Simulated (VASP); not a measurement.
# BN (P-6m2) in VASP: single point with PBE+D3(BJ)

Aim: the single point of BN with PBE+D3(BJ).

All numbers are computed with VASP 6.6.1; they aren't measurements. Logs are shortened: lines on timing, memory, paths and dates and some standing lists are left out, and cuts for length are marked.

### Step 1. The cell of the first run

It takes space group P-6m2 (No. 187, hexagonal). The conventional cell has a = 2.510 Å, b = 2.510 Å, c = 6.690 Å, α = 90.00°, β = 90.00°, γ = 120.00°. Within 1.9 Å of B (site symmetry -6m2) lie 3 N at 1.45 Å. B (site symmetry -6m2) has 3 N at 1.45 Å within 1.9 Å. N (site symmetry -6m2) has 3 B at 1.45 Å within 1.9 Å. N (site symmetry -6m2) has 3 B at 1.45 Å within 1.9 Å.

### Step 2. Single point, PBE+D3(BJ)

File INCAR:

```
SYSTEM = BN
PREC     = Accurate       ! precision mode
ENCUT    = 520            ! plane-wave cutoff, eV
EDIFF    = 1E-7           ! SCF threshold, eV
ISMEAR   = 0              ! smearing method
SIGMA    = 0.1            ! smearing width, eV
LREAL    = Auto         
LASPH    = .True.         ! aspherical terms in the spheres
NELM     = 100            ! most SCF steps
ALGO     = Normal         ! electronic algorithm
ISIF     = 2              ! what is computed and relaxed
LWAVE    = .False.        ! write WAVECAR
LCHARG   = .False.        ! write CHGCAR
GGA      = PE             ! functional
IVDW     = 12             ! dispersion correction
NBANDS   = 46             ! bands
ISYM     = 0
```

File KPOINTS:

```
Automatic mesh
0
Gamma
  3 3 2
  0 0 0.5
```

File POSCAR:

```
BN
1.0
    2.5099983704     -4.3474447044      0.0000000000
   -5.0199967408      0.0000000000      0.0000000000
    0.0000000000      0.0000000000     -6.6900000000
B N
8 8
Direct
    0.5000000000      0.5000000000      0.5000000000
    0.0000000000      0.5000000000      0.5000000000
    0.5000000000      0.0000000000      0.5000000000
    0.0000000000      0.0000000000      0.5000000000
    0.1666666667      0.3333333333      0.0000000000
    0.6666666667      0.3333333333      0.0000000000
    0.1666666667      0.8333333333      0.0000000000
    0.6666666667      0.8333333333      0.0000000000
    0.5000000000      0.5000000000      0.0000000000
    0.0000000000      0.5000000000      0.0000000000
    0.5000000000      0.0000000000      0.0000000000
    0.0000000000      0.0000000000      0.0000000000
    0.3333333333      0.1666666667      0.5000000000
    0.8333333333      0.1666666667      0.5000000000
    0.3333333333      0.6666666667      0.5000000000
    0.8333333333      0.6666666667      0.5000000000
```

Potentials or basis: VASP PAW PBE potentials, release 64 (B, N).

Command:

```console
$ cat potpaw_PBE.64/B/POTCAR potpaw_PBE.64/N/POTCAR > POTCAR
$ mpirun -np 1 vasp_std > vasp.out
```

OUTCAR:

```text
SYSTEM = BN
   PREC = Accurate
   ENCUT = 520
   EDIFF = 1E-7
   ISMEAR = 0
   LREAL = Auto
   LASPH = .True.
   NELM = 100
   ISIF = 2
   GGA = PE
   IVDW = 12
   ISYM = 0
 IVDW          = 12

 ion  position               nearest neighbor table
   1  0.500  0.500  0.500-  16 1.45  13 1.45  15 1.45
   2  0.000  0.500  0.500-  15 1.45  14 1.45  16 1.45
   3  0.500  0.000  0.500-  14 1.45  15 1.45  13 1.45
   4  0.000  0.000  0.500-  13 1.45  16 1.45  14 1.45
   5  0.167  0.333  0.000-   9 1.45  12 1.45  10 1.45
   6  0.667  0.333  0.000-  10 1.45  11 1.45   9 1.45
[... 8 lines left out ...]
  15  0.333  0.667  0.500-   2 1.45   3 1.45   1 1.45
  16  0.833  0.667  0.500-   1 1.45   4 1.45   2 1.45

IMPORTANT INFORMATION: All symmetrisations will be switched off!
NOSYMM: (Re-)initialisation of all symmetry stuff for point group C_1.

----------------------------------------------------------------------------------------

                                     Primitive cell

  volume of cell :     146.0036

  direct lattice vectors                    reciprocal lattice vectors
     2.509998370 -4.347444704  0.000000000     0.000000000 -0.230020177  0.000000000
    -5.019996741  0.000000000  0.000000000    -0.199203317 -0.115010088  0.000000000
     0.000000000  0.000000000 -6.690000000     0.000000000  0.000000000 -0.149476831

  length of vectors
     5.019996741  5.019996741  6.690000000     0.230020177  0.230020177  0.149476831

  position of ions in fractional coordinates (direct lattice)
     0.500000000  0.500000000  0.500000000
     0.000000000  0.500000000  0.500000000
     0.500000000  0.000000000  0.500000000
     0.000000000  0.000000000  0.500000000
     0.166666667  0.333333333  0.000000000
     0.666666667  0.333333333  0.000000000
[... 8 lines left out ...]
     0.333333333  0.666666667  0.500000000
     0.833333333  0.666666667  0.500000000

  ion indices of the primitive-cell ions
   primitive index   ion index
                 1           1
                 2           2
                 3           3
                 4           4
                 5           5
                 6           6
[... 8 lines left out ...]
                15          15
                16          16

----------------------------------------------------------------------------------------

 KPOINTS: Automatic mesh

Automatic generation of k-mesh.
 Grid dimensions read from file:
 generate k-points for:    3    3    2

 Generating k-lattice:

  Cartesian coordinates                     Fractional coordinates (reciprocal lattice)
     0.000000000 -0.076673392  0.000000000     0.333333333  0.000000000  0.000000000
    -0.066401106 -0.038336696  0.000000000    -0.000000000  0.333333333  0.000000000
     0.000000000  0.000000000 -0.074738416     0.000000000  0.000000000  0.500000000

  Length of vectors
     0.076673392  0.076673392  0.074738416

  Shift w.r.t. Gamma in fractional coordinates (k-lattice)
     0.000000000  0.000000000  0.500000000

 Subroutine IBZKPT returns following result:
 ===========================================

 Found      9 irreducible k-points:

 Following reciprocal coordinates:
            Coordinates               Weight
  0.000000  0.000000  0.250000      2.000000
  0.333333  0.000000  0.250000      2.000000
 -0.000000  0.333333  0.250000      2.000000
 -0.333333  0.333333  0.250000      2.000000
 -0.333333  0.000000  0.250000      2.000000
  0.000000 -0.333333  0.250000      2.000000
  0.333333 -0.333333  0.250000      2.000000
  0.333333  0.333333  0.250000      2.000000
 -0.333333 -0.333333  0.250000      2.000000
   k-points           NKPTS =      9   k-points in BZ     NKDIM =      9   number of bands    NBANDS=     46
   number of dos      NEDOS =    301   number of ions     NIONS =     16
   total plane-waves  NPLWV =  80000
   dimension x,y,z NGX =    40 NGY =   40 NGZ =   50
   dimension x,y,z NGXF=    80 NGYF=   80 NGZF=  100
   ions per type =               8   8
   NGX,Y,Z   is equivalent  to a cutoff of  13.25, 13.25, 12.42 a.u.
   NGXF,Y,Z  is equivalent  to a cutoff of  26.49, 26.49, 24.85 a.u.
 SYSTEM =  BN
   PREC   = accura    normal or accurate (medium, high low for compatibility)
   ISTART =      0    job   : 0-new  1-cont  2-samecut
   ICHARG =      2    charge: 1-file 2-atom 10-const
   ISPIN  =      1    spin polarized calculation?
   LNONCOLLINEAR =      F non collinear calculations
   LSORBIT =      F    spin-orbit coupling
   LASPH  =      T    aspherical Exc in radial PAW
   ENCUT  =  520.0 eV  38.22 Ry    6.18 a.u.   9.33  9.33 12.44*2*pi/ulx,y,z
   NELM   =    100;   NELMIN=  2; NELMDL= -5     # of ELM steps
   EDIFF  = 0.1E-06   stopping-criterion for ELM
   LREAL  =      T    real-space projection
   EDIFFG = 0.1E-05   stopping-criterion for IOM
   NSW    =      0    number of steps for IOM
   IBRION =     -1    ionic relax: 0-MD 1-quasi-New 2-CG
   NFREE  =      0    steps in history (QN), initial steepest desc. (CG)
   ISIF   =      2    stress and relaxation
   ISYM   =      0    0-nonsym 1-usesym 2-fastsym
   POTIM  = 0.5000    time-step for ionic-motion
   TEBEG  =    0.0;   TEEND  =   0.0 temperature during run
   PSTRESS=    0.0 pullay stress
   NELECT =      64.0000    total number of electrons
   NUPDOWN=      -1.0000    fix difference up-down
   EMIN   =  10.00;   EMAX   =-10.00  energy-range for DOS
   EFERMI =   0.00;   METHOD = LEGACY
   ISMEAR =     0;   SIGMA  =   0.10  broadening in eV -4-tet -1-fermi 0-gaus
   EFERMI_NEDOS =   21; number of points for ismear=-14 and -15
   IALGO  =     38    algorithm
   IMIX   =      4    mixing-type and parameters
     AMIX     =   0.40;   BMIX     =  1.00
     AMIX_MAG =   1.60;   BMIX_MAG =  1.00
  volume/ion in A,a.u.               =       9.13        61.58
  Fermi-wavevector in a.u.,A,eV,Ry     =   1.243599  2.350061 21.041925  1.546538
  Thomas-Fermi vector in A             =   2.377902
   LORBIT       =      0    0 simple, 1 ext, 2 COOP (PROOUT), +10 PAW based schemes
   GGA     = PE    functional components
   LHFCALC =     F    Hartree Fock is set to
   AEXX    =    0.0000 exact exchange contribution
   IVDW    =    12    specifies the selected vdW correction
   LEPSILON=     F    determine dielectric tensor
   LRPA    =     F    only Hartree local field effects (RPA)
 non-spin polarized calculation
 Gauss-broadening in eV      SIGMA  =   0.10
  energy-cutoff  :      520.00
  volume of cell :      146.00
 maximum number of plane-waves:      3943
 NGX is ok and might be reduce to    40
   NGX = 19   NGY = 19   NGZ = 25

 number of electron      63.9999992 magnetization

 Free energy of the ion-electron system (eV)
  ---------------------------------------------------
  ext. energy  EPLUGINS =         0.00000000
  ---------------------------------------------------
  free energy    TOTEN  =      -140.64864287 eV

  energy without entropy =     -140.64864287  energy(sigma->0) =     -140.64864287

 E-fermi :   2.7579     XC(G=0): -10.0154

 val. band max:        2.2224318822   @ k =   0.3333   0.3333   0.2500
 cond. band min:       6.6262905902   @ k =   0.0000   0.0000   0.2500
 fundamental gap:      4.4038587079
 Fermi energy:         2.7578788908

 k-point     1 :       0.0000    0.0000    0.2500
  band No.  band energies     occupation
      1     -15.5424      2.00000
      2     -15.3250      2.00000
      3     -12.4216      2.00000
      4     -12.4216      2.00000
      5     -12.4216      2.00000
      6     -12.3092      2.00000
[... 36 lines left out ...]
     43      11.8982      0.00000
     44      11.9707      0.00000

 k-point     2 :       0.3333    0.0000    0.2500
  band No.  band energies     occupation
      1     -15.0120      2.00000
      2     -14.8058      2.00000
      3     -13.5848      2.00000
      4     -13.4151      2.00000
      5     -12.5218      2.00000
      6     -12.5218      2.00000
[... 36 lines left out ...]
     43      12.9667      0.00000
     44      12.9668      0.00000

 k-point     3 :      -0.0000    0.3333    0.2500
  band No.  band energies     occupation
      1     -15.0120      2.00000
      2     -14.8058      2.00000
      3     -13.5848      2.00000
      4     -13.4151      2.00000
      5     -12.5218      2.00000
      6     -12.5218      2.00000
[... 36 lines left out ...]
     43      12.9667      0.00000
     44      12.9668      0.00000

 k-point     4 :      -0.3333    0.3333    0.2500
  band No.  band energies     occupation
      1     -15.0120      2.00000
      2     -14.8058      2.00000
      3     -13.5848      2.00000
      4     -13.4151      2.00000
      5     -12.5218      2.00000
      6     -12.5218      2.00000
[... 36 lines left out ...]
     43      12.9667      0.00000
     44      12.9667      0.00000

 k-point     5 :      -0.3333    0.0000    0.2500
  band No.  band energies     occupation
      1     -15.0120      2.00000
      2     -14.8058      2.00000
      3     -13.5848      2.00000
      4     -13.4151      2.00000
      5     -12.5218      2.00000
      6     -12.5218      2.00000
[... 36 lines left out ...]
     43      12.9667      0.00000
     44      12.9667      0.00000

 k-point     6 :       0.0000   -0.3333    0.2500
  band No.  band energies     occupation
      1     -15.0120      2.00000
      2     -14.8058      2.00000
      3     -13.5848      2.00000
      4     -13.4151      2.00000
      5     -12.5218      2.00000
      6     -12.5218      2.00000
[... 36 lines left out ...]
     43      12.9667      0.00000
     44      12.9667      0.00000

 k-point     7 :       0.3333   -0.3333    0.2500
  band No.  band energies     occupation
      1     -15.0120      2.00000
      2     -14.8058      2.00000
      3     -13.5848      2.00000
      4     -13.4151      2.00000
      5     -12.5218      2.00000
      6     -12.5218      2.00000
[... 36 lines left out ...]
     43      12.9667      0.00000
     44      12.9668      0.00000

 k-point     8 :       0.3333    0.3333    0.2500
  band No.  band energies     occupation
      1     -14.0201      2.00000
      2     -14.0201      2.00000
      3     -14.0201      2.00000
      4     -13.8370      2.00000
      5     -13.8370      2.00000
      6     -13.8370      2.00000
[... 36 lines left out ...]
     43      11.4488      0.00000
     44      14.1933      0.00000

 k-point     9 :      -0.3333   -0.3333    0.2500
  band No.  band energies     occupation
      1     -14.0201      2.00000
      2     -14.0201      2.00000
      3     -14.0201      2.00000
      4     -13.8370      2.00000
      5     -13.8370      2.00000
      6     -13.8370      2.00000
[... 36 lines left out ...]
     43      11.4488      0.00000
     44      14.1795      0.00000
 [bands above 44 left out]

------------------------ aborting loop because EDIFF is reached ----------------------------------------

 Edisp (eV)   -2.22812

 E8    (eV) :    -0.6523

  FORCE on cell =-STRESS in cart. coord.  units (eV):
  Direction    XX          YY          ZZ          XY          YZ          ZX
  --------------------------------------------------------------------------------------
  -------------------------------------------------------------------------------------
  Total      -1.34002    -1.34001    -0.51801    -0.00000    -0.00000     0.00000
  in kB     -14.70475   -14.70469    -5.68445    -0.00004    -0.00002     0.00001
  external pressure =      -11.70 kB  Pullay stress =        0.00 kB

 VOLUME and BASIS-vectors are now :
 -----------------------------------------------------------------------------
  energy-cutoff  :      520.00
  volume of cell :      146.00
      direct lattice vectors                 reciprocal lattice vectors
     2.509998370 -4.347444704  0.000000000     0.000000000 -0.230020177  0.000000000
    -5.019996741  0.000000000  0.000000000    -0.199203317 -0.115010088  0.000000000
     0.000000000  0.000000000 -6.690000000     0.000000000  0.000000000 -0.149476831

 POSITION                                       TOTAL-FORCE (eV/Angst)
 -----------------------------------------------------------------------------------
     -1.25500     -2.17372     -3.34500        -0.000001      0.000000      0.000000
     -2.51000      0.00000     -3.34500        -0.000001      0.000000      0.000000
      1.25500     -2.17372     -3.34500        -0.000001      0.000000      0.000000
      0.00000      0.00000     -3.34500        -0.000001      0.000001      0.000000
     -1.25500     -0.72457      0.00000        -0.000004      0.000009      0.000000
      0.00000     -2.89830      0.00000         0.000009     -0.000008      0.000000
[... 8 lines left out ...]
     -2.51000     -1.44915     -3.34500        -0.000005      0.000002     -0.000000
     -1.25500     -3.62287     -3.34500        -0.000002      0.000004     -0.000000
 -----------------------------------------------------------------------------------
    total drift:                               -0.000002      0.000008     -0.000006

  FREE ENERGIE OF THE ION-ELECTRON SYSTEM (eV)
  ---------------------------------------------------
  free  energy   TOTEN  =      -142.8767588494 eV

  energy  without entropy=     -142.8767588494  energy(sigma->0) =     -142.87675885
```

Wall time 65 s (1 thread of Intel Xeon 6975P-C (Granite Rapids), shared host); peak memory 0.27 GiB.

What came out:

```
Free energy                : -142.8768 eV
Pressure                   : -1.2 GPa
Band gap on the k mesh     : 4.40 eV
Dispersion energy per atom : -0.139 eV
```

Caveat: the k points lie up to 0.48 Å⁻¹ apart.
